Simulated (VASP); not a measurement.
Ta4W: single point with PBE

System: Ta4W, a slab with vacuum.

```xyz
5
Lattice="3.3196 0.0000 0.0000 0.0000 3.3196 0.0000 0.0000 0.0000 22.6391" Properties=species:S:1:pos:R:3 pbc="T T T"
W     0.0000    0.0000    8.1959
Ta    1.6598    1.6598    9.6354
Ta    0.0000    0.0000   11.3195
Ta    1.6598    1.6598   13.0037
Ta    0.0000    0.0000   14.4432
```

```
Program             : VASP 6.6.1
Task                : single point
Functional          : PBE
Potentials or basis : VASP PAW PBE potentials, release 64 (W_sv, Ta_pv)
Cutoff              : 520 eV
k mesh              : 12 × 12 × 1
Occupations         : fermi-dirac, width 0.08 eV
Spin                : no spin polarisation
```

- Largest force: 1.425 eV/Å
- Band gap on the k mesh: zero (bands 29 and 30 overlap by 0.43 eV)

Forces in eV/Å, atoms in the order of the input:
```
W    0.000  0.000  1.425
Ta   0.000  0.000 -1.399
Ta   0.000  0.000  0.170
Ta   0.000  0.000 -0.046
Ta   0.000  0.000 -0.150
```

Levels at points of the mesh, in eV from the Fermi level:
```tsv
k point	band 26	band 27	band 28	band 29	band 30	band 31	band 32	band 33
(0.00, 0.00, 0.00)	0.06	0.15	0.29	0.29	0.52	0.52	0.74	0.91
(0.50, 0.00, 0.00)	-0.82	-0.76	-0.73	-0.67	0.59	0.82	1.27	2.00
(0.50, 0.50, 0.00)	-1.21	-1.21	-0.31	-0.31	1.82	1.82	1.85	2.32
```

Wall time 8.5 min on 1 thread of Intel(R) Xeon(R) Platinum 8488C (Sapphire Rapids), with other jobs on the host, peak memory 0.46 GiB.

Caveat: spin-orbit coupling is left out, which moves the levels of the heavy elements.
